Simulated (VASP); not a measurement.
Input of a VASP 6.6.1 run:

Contents of INCAR:

```
SYSTEM = ZnO
PREC     = Accurate       ! precision mode
ENCUT    = 520            ! plane-wave cutoff, eV
EDIFF    = 1E-6           ! SCF threshold, eV
ISMEAR   = 0              ! smearing method
SIGMA    = 0.1            ! smearing width, eV
LREAL    = .False.        ! projectors in reciprocal space
LASPH    = .True.         ! aspherical terms in the spheres
NELM     = 80             ! most SCF steps
ALGO     = Normal         ! electronic algorithm
ISIF     = 2              ! what is computed and relaxed
LWAVE    = .False.        ! write WAVECAR
LCHARG   = .False.        ! write CHGCAR
GGA      = PE             ! functional
NBANDS   = 26             ! bands
```

KPOINTS

```
regular mesh
0
Gamma
  6 6 4
  0 0 0
```

File POSCAR:

```
ZnO
1.0
    3.2782905385      0.0000000029      0.0000000000
   -1.6391452718      2.8390828858      0.0000000000
    0.0000000000      0.0000000000      5.2839711330
Zn O
2 2
Direct
    0.3333333333      0.6666666667      0.0010041579
    0.6666666667      0.3333333333      0.5010041579
    0.3333333333      0.6666666667      0.3810958321
    0.6666666667      0.3333333333      0.8810958321
```

Potentials or basis: VASP PAW PBE potentials, release 64 (Zn, O).

Command:

```bash
$ cat potpaw_PBE.64/Zn/POTCAR potpaw_PBE.64/O/POTCAR > POTCAR
$ mpirun -np 1 vasp_std > vasp.out
```

Problem. What does it give for the largest force?

Solution. 0.021 eV/Å.

Problem. Predict the pressure.

Solution. 1.2 GPa.

Forces on the atoms (eV/Å):
```
Zn   0.000  0.000  0.021
Zn   0.000  0.000  0.021
O    0.000  0.000 -0.021
O    0.000  0.000 -0.021
```

**Experimental background.**

From “Electronic structure of alkaline earth and post-transition metal oxides”, 2009, arxiv:0908.1581, for a bulk crystal of ZnO: band gap 3.37 eV.

Against the measured gap of ZnO, 3.37 eV (quoted in “Electronic structure of alkaline earth and post-transition metal oxides”, 2009, arxiv:0908.1581), the calculated 0.73 eV is off by -2.64 eV. So large a miss can be the level of theory's own, or it may mean another phase, state or a wrong row. The value is that of PBE, without temperature or zero-point motion. Semilocal functionals fall short of measured gaps as a rule.
